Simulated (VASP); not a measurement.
Here is a VASP 6.6.1 calculation.

File INCAR:

```
PREC = Accurate
ENCUT = 520
EDIFF = 1E-6
ISMEAR = 0
SIGMA = 0.05
LREAL = False
LASPH = True
NELM = 150
ALGO = Fast
ISIF = 2
LWAVE = False
LCHARG = True
MAGMOM = 0 0 0
LORBIT = 11
LSORBIT = True
GGA_COMPAT = False
LORBMOM = True
GGA = PE
LVHAR = True
NBANDS = 23
```

The input KPOINTS:

```
regular mesh
0
Gamma
  18 18 18
```

The input POSCAR:

```
Zn
1.0
    0.0000000000      1.9639105308      1.9639105308
    1.9639105308      0.0000000000      1.9639105308
    1.9639105308      1.9639105308      0.0000000000
Zn
1
Direct
    0.0000000000      0.0000000000      0.0000000000
```

Potentials or basis: VASP PAW PBE potentials, release 64 (Zn).

The run is started by

```console
$ cat potpaw_PBE.64/Zn/POTCAR > POTCAR
$ mpirun -np 1 vasp_ncl > vasp.out
```

Question: Predict the net moment.

Answer: 0.00 μB per cell.

Question: Estimate the pressure.

Answer: 0.4 GPa.

Moments on the atoms (μB; x, y, z):
```
Zn  0.00 0.00 0.00
```
